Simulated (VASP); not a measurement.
# SiO2 (P4_2/mnm) in VASP: a series of runs

Runs on SiO2. Level: PBE+D3(BJ). Tasks: single point, relaxation of cell and atoms.

Everything below comes from runs of VASP 6.6.1. Logs are shortened: lines on timing, memory, paths and dates and some standing lists are left out, and cuts for length are marked.

### Step 1. The cell of the first run

Symmetry: P4_2/mnm, No. 136, tetragonal system. Conventional cell: a = 4.204 Å, b = 4.204 Å, c = 2.682 Å, α = 90.00°, β = 90.00°, γ = 90.00°. Si (site symmetry mmm) has 6 O at 1.77 to 1.82 Å within 2.3 Å. Within 2.4 Å of O (site symmetry m2m) lie 3 Si at 1.77 to 1.82 Å and 1 O at 2.31 Å.

### Step 2. Single point, PBE+D3(BJ)

Input file INCAR:

```
PREC = Accurate
ENCUT = 520
EDIFF = 1E-6
ISMEAR = 0
SIGMA = 0.02
LREAL = F
LASPH = T
NELM = 60
ALGO = Normal
ISIF = 2
LWAVE = F
LCHARG = T
GGA = PE
IVDW = 12
LELF = T
LVHAR = T
NBANDS = 25
```

Input file KPOINTS:

```
regular mesh
0
Gamma
  6 6 8
```

Input file POSCAR:

```
SiO2
1.0
    4.2044852429      0.0000000000      0.0000000000
    0.0000000000      4.2044852429      0.0000000000
    0.0000000000      0.0000000000      2.6822971906
Si O
2 4
Direct
    0.0000000000      0.0000000000      0.0000000000
    0.5000000000      0.5000000000      0.5000000000
    0.3061518413      0.3061518413      0.0000000000
    0.1938481587      0.8061518413      0.5000000000
    0.6938481587      0.6938481587      0.0000000000
    0.8061518413      0.1938481587      0.5000000000
```

Potentials or basis: VASP PAW PBE potentials, release 64 (Si, O).

Run with:

```
cat potpaw_PBE.64/Si/POTCAR potpaw_PBE.64/O/POTCAR > POTCAR
mpirun -np 1 vasp_std > vasp.out
```

OUTCAR:

```text
PREC = Accurate
   ENCUT = 520
   EDIFF = 1E-6
   ISMEAR = 0
   LREAL = F
   LASPH = T
   NELM = 60
   ISIF = 2
   GGA = PE
   IVDW = 12
 IVDW          = 12

 ion  position               nearest neighbor table
   1  0.000  0.000  0.000-   4 1.77   6 1.77   4 1.77   6 1.77   5 1.82   3 1.82
   2  0.500  0.500  0.500-   3 1.77   5 1.77   3 1.77   5 1.77   4 1.82   6 1.82
   3  0.306  0.306  0.000-   2 1.77   2 1.77   1 1.82
   4  0.194  0.806  0.500-   1 1.77   1 1.77   2 1.82
   5  0.694  0.694  0.000-   2 1.77   2 1.77   1 1.82
   6  0.806  0.194  0.500-   1 1.77   1 1.77   2 1.82

  LATTYP: Found a simple tetragonal cell.
 ALAT       =     4.2044852429
 C/A-ratio  =     0.6379609002

  Lattice vectors:

 A1 = (   4.2044852429,   0.0000000000,   0.0000000000)
 A2 = (   0.0000000000,   4.2044852429,   0.0000000000)
 A3 = (   0.0000000000,   0.0000000000,   2.6822971906)

Analysis of symmetry for initial positions (statically):
=====================================================================
 Subroutine PRICEL returns:
 Original cell was already a primitive cell.

 Routine SETGRP: Setting up the symmetry group for a
 simple tetragonal supercell.

 Subroutine GETGRP returns: Found 16 space group operations
 (whereof  8 operations were pure point group operations)
 out of a pool of 16 trial point group operations.

The static configuration has the point symmetry D_2h.
 The point group associated with its full space group is D_4h.

Analysis of symmetry for dynamics (positions and initial velocities):
=====================================================================
 Subroutine PRICEL returns:
 Original cell was already a primitive cell.

 Routine SETGRP: Setting up the symmetry group for a
 simple tetragonal supercell.

 Subroutine GETGRP returns: Found 16 space group operations
 (whereof  8 operations were pure point group operations)
 out of a pool of 16 trial point group operations.

The dynamic configuration has the point symmetry D_2h.
 The point group associated with its full space group is D_4h.

 Subroutine INISYM returns: Found 16 space group operations
 (whereof  8 operations are pure point group operations),
 and found     1 'primitive' translations

----------------------------------------------------------------------------------------

                                     Primitive cell

  volume of cell :      47.4168

  direct lattice vectors                    reciprocal lattice vectors
     4.204485243  0.000000000  0.000000000     0.237841244  0.000000000  0.000000000
     0.000000000  4.204485243  0.000000000     0.000000000  0.237841244  0.000000000
     0.000000000  0.000000000  2.682297191     0.000000000  0.000000000  0.372814766

  length of vectors
     4.204485243  4.204485243  2.682297191     0.237841244  0.237841244  0.372814766

  position of ions in fractional coordinates (direct lattice)
     0.000000000  0.000000000  0.000000000
     0.500000000  0.500000000  0.500000000
     0.306151841  0.306151841  0.000000000
     0.193848159  0.806151841  0.500000000
     0.693848159  0.693848159  0.000000000
     0.806151841  0.193848159  0.500000000

  ion indices of the primitive-cell ions
   primitive index   ion index
                 1           1
                 2           2
                 3           3
                 4           4
                 5           5
                 6           6

----------------------------------------------------------------------------------------

 KPOINTS: regular mesh

Automatic generation of k-mesh.
 Grid dimensions read from file:
 generate k-points for:    6    6    8

 Generating k-lattice:

  Cartesian coordinates                     Fractional coordinates (reciprocal lattice)
     0.039640207  0.000000000  0.000000000     0.166666667  0.000000000  0.000000000
     0.000000000  0.039640207  0.000000000     0.000000000  0.166666667  0.000000000
     0.000000000  0.000000000  0.046601846     0.000000000  0.000000000  0.125000000

  Length of vectors
     0.039640207  0.039640207  0.046601846

  Shift w.r.t. Gamma in fractional coordinates (k-lattice)
     0.000000000  0.000000000  0.000000000

 Subroutine IBZKPT returns following result:
 ===========================================

 Found     50 irreducible k-points:

 Following reciprocal coordinates:
            Coordinates               Weight
  0.000000  0.000000  0.000000      1.000000
  0.166667  0.000000  0.000000      4.000000
  0.333333  0.000000  0.000000      4.000000
  0.500000  0.000000  0.000000      2.000000
  0.166667  0.166667  0.000000      4.000000
  0.333333  0.166667  0.000000      8.000000
[... 16 lines left out ...]
  0.333333  0.000000  0.250000      8.000000
  0.500000  0.000000  0.250000      4.000000
 [... further k-points ...]
   k-points           NKPTS =     50   k-points in BZ     NKDIM =     50   number of bands    NBANDS=     25
   number of dos      NEDOS =    301   number of ions     NIONS =      6
   total plane-waves  NPLWV =  20480
   dimension x,y,z NGX =    32 NGY =   32 NGZ =   20
   dimension x,y,z NGXF=    64 NGYF=   64 NGZF=   40
   ions per type =               2   4
   NGX,Y,Z   is equivalent  to a cutoff of  12.65, 12.65, 12.40 a.u.
   NGXF,Y,Z  is equivalent  to a cutoff of  25.31, 25.31, 24.79 a.u.
 SYSTEM =  unknown system
   PREC   = accura    normal or accurate (medium, high low for compatibility)
   ISTART =      0    job   : 0-new  1-cont  2-samecut
   ICHARG =      2    charge: 1-file 2-atom 10-const
   ISPIN  =      1    spin polarized calculation?
   LNONCOLLINEAR =      F non collinear calculations
   LSORBIT =      F    spin-orbit coupling
   LASPH  =      T    aspherical Exc in radial PAW
   ENCUT  =  520.0 eV  38.22 Ry    6.18 a.u.   7.82  7.82  4.99*2*pi/ulx,y,z
   NELM   =     60;   NELMIN=  2; NELMDL= -5     # of ELM steps
   EDIFF  = 0.1E-05   stopping-criterion for ELM
   LREAL  =      F    real-space projection
   EDIFFG = 0.1E-04   stopping-criterion for IOM
   NSW    =      0    number of steps for IOM
   IBRION =     -1    ionic relax: 0-MD 1-quasi-New 2-CG
   NFREE  =      0    steps in history (QN), initial steepest desc. (CG)
   ISIF   =      2    stress and relaxation
   ISYM   =      2    0-nonsym 1-usesym 2-fastsym
   POTIM  = 0.5000    time-step for ionic-motion
   TEBEG  =    0.0;   TEEND  =   0.0 temperature during run
   PSTRESS=    0.0 pullay stress
   NELECT =      32.0000    total number of electrons
   NUPDOWN=      -1.0000    fix difference up-down
   EMIN   =  10.00;   EMAX   =-10.00  energy-range for DOS
   EFERMI =   0.00;   METHOD = LEGACY
   ISMEAR =     0;   SIGMA  =   0.02  broadening in eV -4-tet -1-fermi 0-gaus
   EFERMI_NEDOS =   21; number of points for ismear=-14 and -15
   IALGO  =     38    algorithm
   IMIX   =      4    mixing-type and parameters
     AMIX     =   0.40;   BMIX     =  1.00
     AMIX_MAG =   1.60;   BMIX_MAG =  1.00
  volume/ion in A,a.u.               =       7.90        53.33
  Fermi-wavevector in a.u.,A,eV,Ry     =   1.435976  2.713602 28.055597  2.062028
  Thomas-Fermi vector in A             =   2.555216
   LORBIT       =      0    0 simple, 1 ext, 2 COOP (PROOUT), +10 PAW based schemes
   GGA     = PE    functional components
   LHFCALC =     F    Hartree Fock is set to
   AEXX    =    0.0000 exact exchange contribution
   IVDW    =    12    specifies the selected vdW correction
   LEPSILON=     F    determine dielectric tensor
   LRPA    =     F    only Hartree local field effects (RPA)
 non-spin polarized calculation
 Gauss-broadening in eV      SIGMA  =   0.02
  energy-cutoff  :      520.00
  volume of cell :       47.42
 maximum number of plane-waves:      1294
 NGX is ok and might be reduce to    32
   NGX = 15   NGY = 15   NGZ =  9

 number of electron      31.9999981 magnetization

 Free energy of the ion-electron system (eV)
  ---------------------------------------------------
  ext. energy  EPLUGINS =         0.00000000
  ---------------------------------------------------
  free energy    TOTEN  =       -46.30221478 eV

  energy without entropy =      -46.30221478  energy(sigma->0) =      -46.30221478

 E-fermi :   8.0835     XC(G=0): -12.1769

 val. band max:        7.9932086218   @ k =   0.0000   0.0000   0.0000
 cond. band min:      13.2823598912   @ k =   0.0000   0.0000   0.0000
 fundamental gap:      5.2891512694
 Fermi energy:         8.0834667067

 k-point     1 :       0.0000    0.0000    0.0000
  band No.  band energies     occupation
      1     -14.4014      2.00000
      2     -10.8578      2.00000
      3     -10.8578      2.00000
      4     -10.6381      2.00000
      5      -2.7778      2.00000
      6       1.6543      2.00000
[... 17 lines left out ...]
     24      22.0107      0.00000
     25      23.5718      0.00000

 k-point     2 :       0.1667    0.0000    0.0000
  band No.  band energies     occupation
      1     -14.2591      2.00000
      2     -11.5036      2.00000
      3     -10.7866      2.00000
      4     -10.2914      2.00000
      5      -2.5784      2.00000
      6       0.9178      2.00000
[... 17 lines left out ...]
     24      21.4689      0.00000
     25      23.4147      0.00000

 k-point     3 :       0.3333    0.0000    0.0000
  band No.  band energies     occupation
      1     -13.8435      2.00000
      2     -12.3698      2.00000
      3     -10.5961      2.00000
      4     -10.2031      2.00000
      5      -2.0311      2.00000
      6      -0.1988      2.00000
[... 552 lines left out ...]
 k-point    23 :       0.3333    0.0000    0.2500
  band No.  band energies     occupation
      1     -13.1096      2.00000
      2     -11.8313      2.00000
      3     -10.3379      2.00000
      4     -10.1585      2.00000
      5      -1.5586      2.00000
      6       0.2665      2.00000
[... 17 lines left out ...]
     24      20.7819      0.00000
     25      21.7080      0.00000

 k-point    24 :       0.5000    0.0000    0.2500
  band No.  band energies     occupation
      1     -12.5317      2.00000
      2     -12.5317      2.00000
      3     -10.2158      2.00000
      4     -10.2158      2.00000
      5      -0.6292      2.00000
      6      -0.6292      2.00000
[... 17 lines left out ...]
     24      20.8400      0.00000
     25      21.6352      0.00000

 [... further k-points ...]

------------------------ aborting loop because EDIFF is reached ----------------------------------------

 Edisp (eV)   -1.41580

 E8    (eV) :    -0.4869

  FORCE on cell =-STRESS in cart. coord.  units (eV):
  Direction    XX          YY          ZZ          XY          YZ          ZX
  --------------------------------------------------------------------------------------
  -------------------------------------------------------------------------------------
  Total      -0.02085    -0.02085     0.16815    -0.00000     0.00000     0.00000
  in kB      -0.70458    -0.70458     5.68178    -0.00000     0.00000     0.00000
  external pressure =        1.42 kB  Pullay stress =        0.00 kB

 VOLUME and BASIS-vectors are now :
 -----------------------------------------------------------------------------
  energy-cutoff  :      520.00
  volume of cell :       47.42
      direct lattice vectors                 reciprocal lattice vectors
     4.204485243  0.000000000  0.000000000     0.237841244  0.000000000  0.000000000
     0.000000000  4.204485243  0.000000000     0.000000000  0.237841244  0.000000000
     0.000000000  0.000000000  2.682297191     0.000000000  0.000000000  0.372814766

 POSITION                                       TOTAL-FORCE (eV/Angst)
 -----------------------------------------------------------------------------------
      0.00000      0.00000      0.00000         0.000000     -0.000000      0.000000
      2.10224      2.10224      1.34115         0.000000     -0.000000      0.000000
      1.28721      1.28721      0.00000        -0.012402     -0.012402     -0.000000
      0.81503      3.38945      1.34115         0.012402     -0.012402     -0.000000
      2.91727      2.91727      0.00000         0.012402      0.012402      0.000000
      3.38945      0.81503      1.34115        -0.012402      0.012402      0.000000
 -----------------------------------------------------------------------------------
    total drift:                                0.000000     -0.000000      0.000000

  FREE ENERGIE OF THE ION-ELECTRON SYSTEM (eV)
  ---------------------------------------------------
  free  energy   TOTEN  =       -47.7180115916 eV

  energy  without entropy=      -47.7180115916  energy(sigma->0) =      -47.71801159
```

It took 42 s on 1 thread of Intel Xeon Platinum 8259CL at 2.50GHz (Skylake/Cascade Lake), shared host; peak memory 0.19 GiB.

Results:

* Free energy: -47.7180 eV
* Pressure: 0.1 GPa
* Largest force: 0.018 eV/Å
* Band gap on the k mesh: 5.29 eV
* Dispersion energy per atom: -0.236 eV

Forces in eV/Å, atoms in the order of the input:
```
Si   0.000  0.000  0.000
Si   0.000  0.000  0.000
O   -0.012 -0.012  0.000
O    0.012 -0.012  0.000
O    0.012  0.012  0.000
O   -0.012  0.012  0.000
```

Levels at points of the mesh, in eV from the valence-band top:
| k point | band 14 | band 15 | band 16 | band 17 | band 18 | band 19 |
| --- | --- | --- | --- | --- | --- | --- |
| (0.00, 0.00, 0.00) | -0.87 | -0.87 | 0.00 | 5.29 | 6.64 | 8.36 |
| (0.50, 0.00, 0.00) | -2.66 | -1.05 | -1.05 | 7.50 | 7.50 | 8.95 |
| (0.50, 0.50, 0.00) | -2.62 | -2.22 | -2.22 | 7.21 | 7.21 | 9.90 |
| (0.00, 0.00, 0.50) | -2.98 | -2.62 | -2.62 | 8.85 | 8.85 | 12.47 |
| (0.50, 0.00, 0.50) | -2.24 | -1.71 | -1.71 | 8.60 | 8.60 | 9.66 |
| (0.50, 0.50, 0.50) | -1.74 | -1.51 | -1.51 | 6.97 | 6.97 | 10.88 |

A k mesh can miss the band edges.

### Step 3. Relaxation of cell and atoms, PBE+D3(BJ)

This run uses another cell than the first one, of 8.05 Å³/atom.

Input file INCAR:

```
PREC = Accurate
ENCUT = 600
EDIFF = 1E-7
ISMEAR = 0
SIGMA = 0.02
LREAL = F
LASPH = T
NELM = 60
ALGO = Normal
ISIF = 3
LWAVE = F
LCHARG = F
GGA = PE
IVDW = 12
IBRION = 2
NSW = 70
EDIFFG = -0.005
```

KPOINTS is that of step 2.

Input file POSCAR:

```
SiO2
1.0
    4.2359706577      0.0000000000      0.0000000000
    0.0000000000      4.2359706577      0.0000000000
    0.0000000000      0.0000000000      2.6905615463
Si O
2 4
Direct
    0.0000000000      0.0000000000      0.0000000000
    0.5000000000      0.5000000000      0.5000000000
    0.3069734713      0.3069734713      0.0000000000
    0.1930265287      0.8069734713      0.5000000000
    0.6930265287      0.6930265287      0.0000000000
    0.8069734713      0.1930265287      0.5000000000
```

Potentials or basis: VASP PAW PBE potentials, release 64 (Si, O).

Run with:

```
cat potpaw_PBE.64/Si/POTCAR potpaw_PBE.64/O/POTCAR > POTCAR
mpirun -np 1 vasp_std > vasp.out
```

OUTCAR:

```text
PREC = Accurate
   ENCUT = 600
   EDIFF = 1E-7
   ISMEAR = 0
   LREAL = F
   LASPH = T
   NELM = 60
   ISIF = 3
   GGA = PE
   IVDW = 12
   IBRION = 2
   NSW = 70
   EDIFFG = -0.005
 IVDW          = 12

 ion  position               nearest neighbor table
   1  0.000  0.000  0.000-   4 1.77   6 1.77   4 1.77   6 1.77   5 1.84   3 1.84
   2  0.500  0.500  0.500-   3 1.77   5 1.77   3 1.77   5 1.77   4 1.84   6 1.84
   3  0.307  0.307  0.000-   2 1.77   2 1.77   1 1.84
   4  0.193  0.807  0.500-   1 1.77   1 1.77   2 1.84
   5  0.693  0.693  0.000-   2 1.77   2 1.77   1 1.84
   6  0.807  0.193  0.500-   1 1.77   1 1.77   2 1.84

  LATTYP: Found a simple tetragonal cell.
 ALAT       =     4.2359706577
 C/A-ratio  =     0.6351700150

  Lattice vectors:

 A1 = (   4.2359706577,   0.0000000000,   0.0000000000)
 A2 = (   0.0000000000,   4.2359706577,   0.0000000000)
 A3 = (   0.0000000000,   0.0000000000,   2.6905615463)
[... 190 lines left out ...]

 Edisp (eV)   -1.38977

 E8    (eV) :    -0.4779
[... 255 lines left out ...]
--------------------------------------- Ionic step        7  -------------------------------------------

 number of electron      32.0000002 magnetization

 Free energy of the ion-electron system (eV)
  ---------------------------------------------------
  ext. energy  EPLUGINS =         0.00000000
  ---------------------------------------------------
  free energy    TOTEN  =       -46.31834735 eV

  energy without entropy =      -46.31834735  energy(sigma->0) =      -46.31834735

 E-fermi :   8.1821     XC(G=0): -12.1858

 val. band max:        8.0167536783   @ k =   0.0000   0.0000   0.0000
 cond. band min:      13.3191482031   @ k =   0.0000   0.0000   0.0000
 fundamental gap:      5.3023945248
 Fermi energy:         8.1821308945

 k-point     1 :       0.0000    0.0000    0.0000
  band No.  band energies     occupation
      1     -14.3911      2.00000
      2     -10.8411      2.00000
      3     -10.8411      2.00000
      4     -10.6050      2.00000
      5      -2.7780      2.00000
      6       1.6721      2.00000
[... 541 lines left out ...]
     19      18.4285      0.00000
     20      18.4285      0.00000

 [... further k-points ...]

------------------------ aborting loop because EDIFF is reached ----------------------------------------

 Edisp (eV)   -1.41808

 E8    (eV) :    -0.4877
[... 29 lines left out ...]
  FREE ENERGIE OF THE ION-ELECTRON SYSTEM (eV)
  ---------------------------------------------------
  free  energy   TOTEN  =       -47.7364241937 eV

  energy  without entropy=      -47.7364241937  energy(sigma->0) =      -47.73642419

 reached required accuracy - stopping structural energy minimisation
```

Wall time 3.6 min (1 thread of Intel Xeon Platinum 8259CL at 2.50GHz (Skylake/Cascade Lake), shared host); peak memory 0.21 GiB.

What came out:

- Free energy: -47.7364 eV
- Relaxed volume: 7.89 Å³/atom
- Relaxed cell: a = 4.200 Å, b = 4.200 Å, c = 2.684 Å, α = 90.00°, β = 90.00°, γ = 90.00°
- Space group after relaxing (to 0.1 Å): P4_2/mnm (No. 136)
- Energy gained by relaxing: 2.6 meV/atom
- Ionic steps: 7
- Pressure after relaxing: 0.0 GPa
- Band gap on the k mesh: 5.30 eV
- Dispersion energy per atom: -0.236 eV

Step by step:
```
step  energy change (eV)  largest force (eV/Å)  pressure (GPa)  volume (Å³)
   1              0.0000                0.0184           -5.00        48.28
   2              0.0035                0.2638            6.22        46.54
   3             -0.0132                0.1327            0.08        47.45
   4             -0.0155                0.0146            0.05        47.35
   5             -0.0155                0.0243            0.05        47.34
   6             -0.0156                0.0052           -0.04        47.34
   7             -0.0156                0.0011           -0.02        47.34
```

Final structure:
```
Si O
1.0
     4.19968    0.00000    0.00000
     0.00000    4.19968    0.00000
     0.00000    0.00000    2.68427
Si O
2 4
Direct
  0.00000 0.00000 0.00000
  0.50000 0.50000 0.50000
  0.30594 0.30594 0.00000
  0.19406 0.80594 0.50000
  0.69406 0.69406 0.00000
  0.80594 0.19406 0.50000
```
